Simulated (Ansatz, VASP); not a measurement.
## One calculation of HfO2, two programs

```
Hf O
1.0
    -3.16668    3.16668    4.48695
     3.16668   -3.16668    4.48695
     3.16668    3.16668   -4.48695
Hf O
2 4
Direct
  0.00000 0.00000 0.00000
  0.75000 0.25000 0.50000
  0.37500 0.13222 0.25722
  0.88222 0.62500 0.75722
  0.86778 0.12500 0.24278
  0.87500 0.11778 0.74278
```

Alike in both runs: functional r2SCAN; k mesh 6 × 6 × 6; occupations gaussian, width 0.02 eV; no spin polarisation.

Ansatz relaxed the structure, and its values are those at the end. VASP's run is a single point on that final structure, the one shown.

|  | VASP | Ansatz |
| --- | --- | --- |
| version | VASP 6.6.1 | Ansatz 0.2.0 |
| potentials or method | VASP PAW PBE potentials, release 64 (Hf_pv, O), cutoff 520 eV | scalar-relativistic, plane waves, PAW |
| valence electrons in the cell | 44 | 76 |

|  | VASP | Ansatz | Ansatz less VASP |
| --- | --- | --- | --- |
| gap on the k mesh at the Fermi level (eV) | 5.15 | 5.13 | -0.019 |
| least direct gap on the mesh (eV) | 5.15 | 5.14 | -0.019 |
| pressure (GPa) | -0.8 | 0.0 | +0.76 |
| rms of the force components (eV/Å) | 0.007 | 0.004 | -0.0034 |

VASP's potentials were made for PBE, not for r2SCAN. VASP's potentials hold 44 valence electrons a cell and Ansatz's 76, so a difference there can come from the potentials and not from the codes.

Neither program's run includes spin-orbit coupling.
